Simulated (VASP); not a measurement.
# KF (Fm-3m) in VASP: further runs, part 2 of 3

VASP 6.6.1.

### 3 Electric field gradients, r2SCAN (volume scaled by 0.98)

File POSCAR:

```
KF
1.0
    0.0000000000      2.6365980131      2.6365980131
    2.6365980131      0.0000000000      2.6365980131
    2.6365980131      2.6365980131      0.0000000000
K F
1 1
Direct
    0.0000000000      0.0000000000      0.0000000000
    0.5000000000      0.5000000000      0.5000000000
```

File INCAR.step1:

```
SYSTEM = KF
PREC = Accurate
ENCUT = 520
ISMEAR = -1
SIGMA = 0.02
LREAL = .FALSE.
LASPH = .TRUE.
NELM = 80
NBANDS = 15
GGA = PE
ALGO = Normal
EDIFF = 1E-4
LWAVE = .TRUE.
LCHARG = .FALSE.
```

File INCAR.step2:

```
SYSTEM = KF
PREC = Accurate
ENCUT = 520
EDIFF = 1E-8
ISMEAR = -1
SIGMA = 0.02
LREAL = .FALSE.
LASPH = .TRUE.
NELM = 80
ALGO = Normal
ISIF = 2
LWAVE = .FALSE.
LCHARG = .FALSE.
METAGGA = R2SCAN
LMIXTAU = .TRUE.
LEFG = .TRUE.
NBANDS = 15
ISTART = 1
```

File KPOINTS:

```
regular mesh
0
G
  9 9 9
  0 0 0
```

Potentials or basis: VASP PAW PBE potentials, release 64 (K_sv, F).

The run is started by

```console
cat potpaw_PBE.64/K_sv/POTCAR potpaw_PBE.64/F/POTCAR > POTCAR
cp INCAR.step1 INCAR
mpirun -np 1 vasp_std > vasp.out
cp INCAR.step2 INCAR
mpirun -np 1 vasp_std > vasp.out
```

OUTCAR:

```text
SYSTEM = KF
   PREC = Accurate
   ENCUT = 520
   EDIFF = 1E-8
   ISMEAR = -1
   LREAL = .FALSE.
   LASPH = .TRUE.
   NELM = 80
   ISIF = 2
   METAGGA = R2SCAN
   ISTART = 1

 ion  position               nearest neighbor table
   1  0.000  0.000  0.000-   2 2.64   2 2.64   2 2.64   2 2.64   2 2.64   2 2.64
   2  0.500  0.500  0.500-   1 2.64   1 2.64   1 2.64   1 2.64   1 2.64   1 2.64

  LATTYP: Found a face centered cubic cell.
 ALAT       =     5.2731960262

  Lattice vectors:

 A1 = (   0.0000000000,   2.6365980131,   2.6365980131)
 A2 = (   2.6365980131,   0.0000000000,   2.6365980131)
 A3 = (   2.6365980131,   2.6365980131,   0.0000000000)

Analysis of symmetry for initial positions (statically):
=====================================================================
 Subroutine PRICEL returns:
 Original cell was already a primitive cell.

 Routine SETGRP: Setting up the symmetry group for a
 face centered cubic supercell.

 Subroutine GETGRP returns: Found 48 space group operations
 (whereof 48 operations were pure point group operations)
 out of a pool of 48 trial point group operations.

The static configuration has the point symmetry O_h .

Analysis of symmetry for dynamics (positions and initial velocities):
=====================================================================
 Subroutine PRICEL returns:
 Original cell was already a primitive cell.

 Routine SETGRP: Setting up the symmetry group for a
 face centered cubic supercell.

 Subroutine GETGRP returns: Found 48 space group operations
 (whereof 48 operations were pure point group operations)
 out of a pool of 48 trial point group operations.

The dynamic configuration has the point symmetry O_h .

 Subroutine INISYM returns: Found 48 space group operations
 (whereof 48 operations are pure point group operations),
 and found     1 'primitive' translations

----------------------------------------------------------------------------------------

                                     Primitive cell

  volume of cell :      36.6574

  direct lattice vectors                    reciprocal lattice vectors
     0.000000000  2.636598013  2.636598013    -0.189638313  0.189638313  0.189638313
     2.636598013  0.000000000  2.636598013     0.189638313 -0.189638313  0.189638313
     2.636598013  2.636598013  0.000000000     0.189638313  0.189638313 -0.189638313

  length of vectors
     3.728712669  3.728712669  3.728712669     0.328463194  0.328463194  0.328463194

  position of ions in fractional coordinates (direct lattice)
     0.000000000  0.000000000  0.000000000
     0.500000000  0.500000000  0.500000000

  ion indices of the primitive-cell ions
   primitive index   ion index
                 1           1
                 2           2

----------------------------------------------------------------------------------------

 KPOINTS: regular mesh

Automatic generation of k-mesh.
 Grid dimensions read from file:
 generate k-points for:    9    9    9

 Generating k-lattice:

  Cartesian coordinates                     Fractional coordinates (reciprocal lattice)
[... 75 lines left out ...]
   ISMEAR =    -1;   SIGMA  =   0.02  broadening in eV -4-tet -1-fermi 0-gaus
   EFERMI_NEDOS =   21; number of points for ismear=-14 and -15
   IALGO  =     38    algorithm
   IMIX   =      4    mixing-type and parameters
     AMIX     =   0.40;   BMIX     =  1.00
     AMIX_MAG =   1.60;   BMIX_MAG =  1.00
  volume/ion in A,a.u.               =      18.33       123.69
  Fermi-wavevector in a.u.,A,eV,Ry     =   1.241826  2.346712 20.981992  1.542133
  Thomas-Fermi vector in A             =   2.376207
   LORBIT       =      0    0 simple, 1 ext, 2 COOP (PROOUT), +10 PAW based schemes
   METAGGA = R2SCAN    functional components
   LHFCALC =     F    Hartree Fock is set to
   AEXX    =    0.0000 exact exchange contribution
   IVDW    =     0    specifies the selected vdW correction
   LEPSILON=     F    determine dielectric tensor
   LRPA    =     F    only Hartree local field effects (RPA)
 non-spin polarized calculation
  energy-cutoff  :      520.00
  volume of cell :       36.66
 maximum number of plane-waves:      1002
   NGX = 13   NGY = 13   NGZ = 13

 number of electron      16.0000016 magnetization

 Free energy of the ion-electron system (eV)
  ---------------------------------------------------
  ext. energy  EPLUGINS =         0.00000000
  ---------------------------------------------------
  free energy    TOTEN  =       -14.96898730 eV

  energy without entropy =      -14.96898730  energy(sigma->0) =      -14.96898730

 E-fermi :  -2.7314     XC(G=0):  -9.1006

 val. band max:       -3.2435221213   @ k =   0.0000   0.0000   0.0000
 cond. band min:       3.8041027154   @ k =   0.0000   0.0000   0.0000
 fundamental gap:      7.0476248367
 Fermi energy:        -2.7314100246

 k-point     1 :       0.0000    0.0000    0.0000
  band No.  band energies     occupation
      1     -30.2573      2.00000
      2     -23.0534      2.00000
      3     -12.7116      2.00000
      4     -12.7116      2.00000
      5     -12.7116      2.00000
      6      -3.2435      2.00000
      7      -3.2435      2.00000
      8      -3.2435      2.00000
      9       3.8041      0.00000
     10       8.3170      0.00000
     11       8.3170      0.00000
     12       8.3170      0.00000
     13      10.2349      0.00000
     14      10.2349      0.00000
[... 401 lines left out ...]
      2     -23.0886      2.00000
      3     -13.3014      2.00000
      4     -12.9401      2.00000
      5     -12.9401      2.00000
      6      -3.4639      2.00000
      7      -3.2881      2.00000
      8      -3.2881      2.00000
      9       5.6050      0.00000
     10       7.9585      0.00000
     11       9.6529      0.00000
     12      11.5487      0.00000
     13      11.9438      0.00000
     14      11.9438      0.00000
     15      14.5925      0.00000

 [... further k-points ...]
[... 5 lines left out ...]
  --------------------------------------------------------------------------------------
  -------------------------------------------------------------------------------------
  Total        0.2146172      0.2146172      0.2146172      0.0000000     -0.0000000      0.0000000
  in kB        9.3802270      9.3802270      9.3802270      0.0000000     -0.0000000      0.0000000
  external PRESSURE =       9.3802270 kB  Pullay stress =       0.0000000 kB

 VOLUME and BASIS-vectors are now :
 -----------------------------------------------------------------------------
  energy-cutoff  :      520.00
  volume of cell :       36.66
      direct lattice vectors                 reciprocal lattice vectors
     0.000000000  2.636598013  2.636598013    -0.189638313  0.189638313  0.189638313
     2.636598013  0.000000000  2.636598013     0.189638313 -0.189638313  0.189638313
     2.636598013  2.636598013  0.000000000     0.189638313  0.189638313 -0.189638313

 POSITION                                       TOTAL-FORCE (eV/Angst)
 -----------------------------------------------------------------------------------
      0.00000      0.00000      0.00000         0.000000      0.000000      0.000000
      2.63660      2.63660      2.63660        -0.000000     -0.000000     -0.000000
 -----------------------------------------------------------------------------------
    total drift:                                0.000000      0.000000      0.000000

  FREE ENERGIE OF THE ION-ELECTRON SYSTEM (eV)
  ---------------------------------------------------
  free  energy   TOTEN  =       -14.9689873043 eV

  energy  without entropy=      -14.9689873043  energy(sigma->0) =      -14.96898730

 Electric field gradients (V/A^2)
---------------------------------------------------------------------
 ion       V_xx      V_yy      V_zz      V_xy      V_xz      V_yz
---------------------------------------------------------------------
   1      -0.000    -0.000    -0.000     0.000     0.000     0.000
   2      -0.000     0.000    -0.000     0.005     0.005     0.005
---------------------------------------------------------------------

 Electric field gradients after diagonalization (V/A^2)
 (convention: |V_zz| > |V_xx| > |V_yy|)
----------------------------------------------------------------------
 ion       V_xx      V_yy      V_zz     asymmetry (V_yy - V_xx)/ V_zz
----------------------------------------------------------------------
   1      -0.000    -0.000     0.001       0.000
   2      -0.005    -0.005     0.010       0.000
----------------------------------------------------------------------

           NMR quadrupolar parameters

 Cq : quadrupolar parameter    Cq=e*Q*V_zz/h
 eta: asymmetry parameters     (V_yy - V_xx)/ V_zz
 Q  : nuclear electric quadrupole moment in mb (millibarn)
----------------------------------------------------------------------
 ion       Cq(MHz)       eta       Q (mb)
----------------------------------------------------------------------
   1       0.000       0.000       1.000
   2       0.000       0.000       1.000
----------------------------------------------------------------------
```

OUTCAR.step1:

```text
SYSTEM = KF
   PREC = Accurate
   ENCUT = 520
   ISMEAR = -1
   LREAL = .FALSE.
   LASPH = .TRUE.
[... 652 lines left out ...]
      0.00000      0.00000      0.00000         0.000000     -0.000000     -0.000000
      2.63660      2.63660      2.63660        -0.000000      0.000000      0.000000
 -----------------------------------------------------------------------------------
    total drift:                                0.000000      0.000000      0.000000

  FREE ENERGIE OF THE ION-ELECTRON SYSTEM (eV)
  ---------------------------------------------------
  free  energy   TOTEN  =        -8.2679058672 eV

  energy  without entropy=       -8.2679058672  energy(sigma->0) =       -8.26790587
```

It took 78 s on 1 thread of Intel Xeon Platinum 8375C at 2.90GHz (Ice Lake), shared host; peak memory 0.17 GiB.

Results:

```yaml
Free_energy: -14.9690 eV
Pressure: 0.9 GPa
Band_gap_on_the_k_mesh: 7.05 eV, direct
```

Levels at points of the mesh, in eV from the valence-band top:
```tsv
k point	band 4	band 5	band 6	band 7	band 8	band 9	band 10	band 11	band 12	band 13
(0.00, 0.00, 0.00)	-9.47	-9.47	0.00	0.00	0.00	7.05	11.56	11.56	11.56	13.48
```

Caveat: without QUAD_EFG the Cq values of the log hold for a quadrupole moment of 1 mb, not for the nuclei; the PAW data sets were made with another functional, which shifts forces and pressure a little.

[end of part 2 of 3]
